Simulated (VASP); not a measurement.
# Na (Fmmm) in VASP: a series of runs, part 2 of 2

VASP 6.6.1. Earlier steps stand in the parts before.

### Step 3. Single point, r2SCAN (strain +0.0150 x Voigt [0, 0, 0, 0, 0, 1])

File POSCAR:

```
Na
1.0
   -1.8741288969      1.8741288969      2.6372766800
    1.8741288969     -1.8741288969      2.6372766800
    1.9024532631      1.9024532631     -2.6372766800
Na
1
Direct
    0.0000000000      0.0000000000      0.0000000000
```

File INCAR.step1:

```
PREC = Accurate ; ENCUT = 520
ISMEAR = 0 ; SIGMA = 0.15
LREAL = F ; LASPH = T
NELM = 100 ; NBANDS = 10
GGA = PE ; ALGO = Normal
EDIFF = 1E-4 ; LWAVE = T
LCHARG = F
```

File INCAR.step2:

```
PREC = Accurate ; ENCUT = 520
EDIFF = 1E-6 ; ISMEAR = 0
SIGMA = 0.15 ; LREAL = F
LASPH = T ; NELM = 100
ALGO = Normal ; ISIF = 2
LWAVE = F ; LCHARG = F
METAGGA = R2SCAN ; LMIXTAU = T
NBANDS = 10 ; ISTART = 1
```

File KPOINTS:

```
Automatic mesh
0
Gamma
  18 18 18
```

Potentials or basis: VASP PAW PBE potentials, release 64 (Na_pv).

On the command line:

```bash
> cat potpaw_PBE.64/Na_pv/POTCAR > POTCAR
> cp INCAR.step1 INCAR
> mpirun -np 1 vasp_std > vasp.out
> cp INCAR.step2 INCAR
> mpirun -np 1 vasp_std > vasp.out
```

OUTCAR:

```text
PREC = Accurate
   ENCUT = 520
   EDIFF = 1E-6
   ISMEAR = 0
   LREAL = F
   LASPH = T
   NELM = 100
   ISIF = 2
   METAGGA = R2SCAN
   ISTART = 1

 ion  position               nearest neighbor table
   1  0.000  0.000  0.000-

  LATTYP: Found a face centered orthorhombic cell.
 ALAT       =     5.2745533600
 B/A-ratio  =     1.0049831039
 C/A-ratio  =     1.0201717654

  Lattice vectors:

 A1 = (   3.7765821600,   0.0283243662,   0.0000000000)
 A2 = (   1.9024532631,   1.9024532631,   2.6372766800)
 A3 = (   1.8741288969,  -1.8741288969,   2.6372766800)

Analysis of symmetry for initial positions (statically):
=====================================================================
 Subroutine PRICEL returns:
 Original cell was already a primitive cell.

 Routine SETGRP: Setting up the symmetry group for a
 face centered orthorhombic supercell.

 Subroutine GETGRP returns: Found  8 space group operations
 (whereof  8 operations were pure point group operations)
 out of a pool of  8 trial point group operations.
[... 157 lines left out ...]
  free energy    TOTEN  =        -3.55636149 eV

  energy without entropy =       -3.55107586  energy(sigma->0) =       -3.55371867

 E-fermi :   0.3263     XC(G=0):  -6.8774

 val. band max:        0.3246195558   @ k =  -0.2778   0.2778   0.2778
 cond. band min:       0.3326887882   @ k =  -0.1111   0.4444   0.0556
 fundamental gap:      0.0080692324
 Fermi energy:         0.3262548307

 k-point     1 :       0.0000    0.0000    0.0000
  band No.  band energies     occupation
      1     -25.7137      2.00000
      2     -25.7134      2.00000
      3     -25.7132      2.00000
      4      -3.1520      2.00000
      5      11.9388      0.00000
      6      12.0019      0.00000
      7      12.0220      0.00000
      8      13.2640      0.00000
      9      14.0250      0.00000
     10      14.0330      0.00000
[... 287 lines left out ...]
 k-point    24 :      -0.2222    0.0556    0.0000
  band No.  band energies     occupation
      1     -25.7258      2.00000
      2     -25.7159      2.00000
      3     -25.7150      2.00000
      4      -2.3756      2.00000
      5       7.3300      0.00000
      6      10.6676      0.00000
      7      11.1794      0.00000
      8      13.3482      0.00000
      9      13.6468      0.00000
     10      15.0248      0.00000

 [... further k-points ...]
[... 5 lines left out ...]
  --------------------------------------------------------------------------------------
  -------------------------------------------------------------------------------------
  Total       -0.0049874     -0.0049874     -0.0024776     -0.0036712      0.0000000      0.0000000
  in kB       -0.2124496     -0.2124496     -0.1055388     -0.1563844      0.0000000      0.0000000
  external PRESSURE =      -0.1768127 kB  Pullay stress =       0.0000000 kB

 VOLUME and BASIS-vectors are now :
 -----------------------------------------------------------------------------
  energy-cutoff  :      520.00
  volume of cell :       37.61
      direct lattice vectors                 reciprocal lattice vectors
    -1.874128897  1.874128897  2.637276680    -0.001986034  0.264804580  0.189589512
     1.874128897 -1.874128897  2.637276680     0.264804580 -0.001986034  0.189589512
     1.902453263  1.902453263 -2.637276680     0.262818546  0.262818546  0.000000000

 POSITION                                       TOTAL-FORCE (eV/Angst)
 -----------------------------------------------------------------------------------
      0.00000      0.00000      0.00000        -0.000000     -0.000000      0.000000
 -----------------------------------------------------------------------------------
    total drift:                               -0.000000      0.000000      0.000000

  FREE ENERGIE OF THE ION-ELECTRON SYSTEM (eV)
  ---------------------------------------------------
  free  energy   TOTEN  =        -3.5563614889 eV

  energy  without entropy=       -3.5510758580  energy(sigma->0) =       -3.55371867
```

OSZICAR.step1:

```text
N       E                     dE             d eps       ncg     rms          rms(c)
DAV:   1     0.275588842781E+02    0.27559E+02   -0.37877E+03 17358   0.580E+02
DAV:   2    -0.702975990182E+00   -0.28262E+02   -0.28127E+02 17844   0.147E+02
DAV:   3    -0.130965057519E+01   -0.60667E+00   -0.60628E+00 20654   0.234E+01
DAV:   4    -0.131474135566E+01   -0.50908E-02   -0.50903E-02 20238   0.212E+00
DAV:   5    -0.131481722966E+01   -0.75874E-04   -0.75873E-04 19674   0.257E-01    0.202E-01
DAV:   6    -0.131442027465E+01    0.39696E-03   -0.46266E-04 20220   0.258E-01    0.136E-01
DAV:   7    -0.131412336975E+01    0.29690E-03   -0.95493E-04 19396   0.309E-01    0.156E-02
DAV:   8    -0.131411572947E+01    0.76403E-05   -0.42379E-05 10968   0.110E-01
   1 F= -.13141157E+01 E0= -.13113470E+01  d E =-.553756E-02
```

Run time: 12 min. Hardware: 1 thread of AMD EPYC 9R14 (Zen 4), shared host; peak memory 0.33 GiB.

Results:

| Property | Result |
| --- | --- |
| Free energy | -3.5564 eV |
| Pressure | 0.0 GPa |

Caveat: the cell differs from its parent crystal (strain +0.0150 x Voigt [0, 0, 0, 0, 0, 1]); the PAW data sets were made with another functional, which shifts forces and pressure a little.

### Step 4. Single point, r2SCAN (strain +0.0450 x Voigt [0, 0, 0, 0, 0, 1])

File POSCAR:

```
Na
1.0
   -1.8458045307      1.8458045307      2.6372766800
    1.8458045307     -1.8458045307      2.6372766800
    1.9307776293      1.9307776293     -2.6372766800
Na
1
Direct
    0.0000000000      0.0000000000      0.0000000000
```

File INCAR.step1:

```
PREC = Accurate
ENCUT = 520
ISMEAR = 0
SIGMA = 0.15
LREAL = False
LASPH = True
NELM = 100
NBANDS = 10
GGA = PE
ALGO = Normal
EDIFF = 1E-4
LWAVE = True
LCHARG = False
```

File INCAR.step2:

```
PREC = Accurate
ENCUT = 520
EDIFF = 1E-7
ISMEAR = 0
SIGMA = 0.15
LREAL = False
LASPH = True
NELM = 100
ALGO = Normal
ISIF = 2
LWAVE = False
LCHARG = True
METAGGA = R2SCAN
LMIXTAU = True
LELF = True
LVHAR = True
NBANDS = 10
ISTART = 1
```

File KPOINTS:

```
regular mesh
0
Gamma
  18 18 18
```

On the command line:

```bash
> cat potpaw_PBE.64/Na_pv/POTCAR > POTCAR
> cp INCAR.step1 INCAR
> mpirun -np 1 vasp_std > vasp.out
> cp INCAR.step2 INCAR
> mpirun -np 1 vasp_std > vasp.out
```

Run time: 21 min. Hardware: 1 thread of Intel Xeon Platinum 8259CL at 2.50GHz (Skylake/Cascade Lake), shared host; peak memory 0.37 GiB.

Results (log left out):

- Free energy: -3.5561 eV
- Pressure: -0.1 GPa

Stress tensor (GPa, compression positive):
```
-0.12 -0.06  0.00
-0.06 -0.12  0.00
 0.00  0.00 -0.02
```

Levels at points of the mesh, in eV from the Fermi level:
| k point | band 1 | band 2 | band 3 | band 4 | band 5 | band 6 | band 7 |
| --- | --- | --- | --- | --- | --- | --- | --- |
| (0.00, 0.00, 0.00) | -26.04 | -26.04 | -26.04 | -3.48 | 11.56 | 11.71 | 11.75 |
| (0.50, 0.00, 0.00) | -26.07 | -26.04 | -26.04 | 0.48 | 1.14 | 10.35 | 10.96 |
| (0.50, 0.50, 0.00) | -26.07 | -26.05 | -26.05 | 2.03 | 2.67 | 6.36 | 7.46 |
| (0.00, 0.00, 0.50) | -26.07 | -26.05 | -26.05 | 1.53 | 2.23 | 6.77 | 8.00 |
| (0.50, 0.50, 0.50) | -26.07 | -26.05 | -26.05 | 1.91 | 2.57 | 6.46 | 7.58 |

Caveat: the cell differs from its parent crystal (strain +0.0450 x Voigt [0, 0, 0, 0, 0, 1]); the PAW data sets were made with another functional, which shifts forces and pressure a little.

### Step 5. Overview

| cell | gap on the mesh (eV) | pressure (GPa) |
| --- | --- | --- |
| a = 3.704, b = 3.704, c = 3.803 Å, angles 119.6, 119.6, 89.2°, 1 atom | none | -0.1 |
| a = 3.739, b = 3.739, c = 3.767 Å, angles 119.6, 119.6, 90.3°, 1 atom | none | 0.0 |
| a = 3.711, b = 3.711, c = 3.796 Å, angles 119.6, 119.6, 89.4°, 1 atom | none | -0.1 |

Alike in all rows: task single point; level r2SCAN; potentials or basis VASP PAW PBE potentials, release 64 (Na_pv); no spin polarisation; k mesh 18 × 18 × 18; cutoff (eV) 520; smearing gaussian 0.15 eV.

Caveats: the PAW data sets were made with another functional, which shifts forces and pressure a little.

Total energies depend on the potentials used, so only differences within one code and one set of settings carry meaning.
